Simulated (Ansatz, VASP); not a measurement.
# W in VASP and in Ansatz

Contents of POSCAR:

```
W
1.0
   -1.7250840000      1.7250840000      1.5334080000
    1.7250840000     -1.7250840000      1.5334080000
    1.7250840000      1.7250840000     -1.5334080000
W
1
Direct
    0.0000000000      0.0000000000      0.0000000000
```

The input INCAR.step1:

```
SYSTEM = W
ALGO = Normal
EDIFF = 1E-4
ENCUT = 520
GGA = PE
ISMEAR = 0
LASPH = .TRUE.
LCHARG = .FALSE.
LREAL = .FALSE.
LWAVE = .TRUE.
NBANDS = 13
NELM = 100
PREC = Accurate
SIGMA = 0.15
```

Contents of INCAR.step2:

```
SYSTEM = W
ALGO = Normal
EDIFF = 1E-6
ENCUT = 520
ISIF = 2
ISMEAR = 0
ISTART = 1
LASPH = .TRUE.
LCHARG = .FALSE.
LMIXTAU = .TRUE.
LREAL = .FALSE.
LWAVE = .FALSE.
METAGGA = R2SCAN
NBANDS = 13
NELM = 100
PREC = Accurate
SIGMA = 0.15
```

File KPOINTS:

```
k-points
0
G
  14 14 14
  0 0 0
```

Input for Ansatz:

```yaml
crystal:
  lattice:
    - [-1.725084, 1.725084, 1.533408]
    - [1.725084, -1.725084, 1.533408]
    - [1.725084, 1.725084, -1.533408]
  atoms:
    - { symbol: W, position: [0.0, 0.0, 0.0] }
basis:
  ecutwfc: 500
kpoints:
  mp_grid: { grid: [14, 14, 14] }
hamiltonian:
  xc: r2scan
scf:
  occupations: { method: gaussian, width: 0.15 }
output:
  forces: true
  stress: true
  eigenvalues: true
```

Change from the starting cell: strain +0.080 along x and y, -0.040 along z, atoms carried along.

Alike in both runs: task single point; functional r2SCAN; k mesh 14 × 14 × 14; occupations gaussian, width 0.15 eV; no spin polarisation.

|  | VASP | Ansatz |
| --- | --- | --- |
| version | VASP 6.6.1 | Ansatz 0.2.0 |
| potentials or method | VASP PAW PBE potentials, release 64 (W_sv), cutoff 520 eV | scalar-relativistic, plane waves, PAW |
| valence electrons in the cell | 14 | 14 |

Ansatz gave:

| Quantity | Value |
| --- | --- |
| gap on the k mesh at the Fermi level (eV) | none |
| pressure (GPa) | -31.0 |
| traceless stress, the component that is largest in VASP (GPa) | 18.78 |

**Question.** Estimate VASP's values.

**Answer.** gap on the k mesh at the Fermi level (eV): none; pressure (GPa): -30.3; traceless stress, the component that is largest in VASP (GPa): 18.77.

VASP's potentials were made for PBE, not for r2SCAN. A gap of «none» marks a metal or a gap that the smearing closes. Both programs put the cell under strong tension, so it lies far from rest at this level.

Neither program's run includes spin-orbit coupling. Noted on VASP's run: the cell as given lies far from equilibrium.
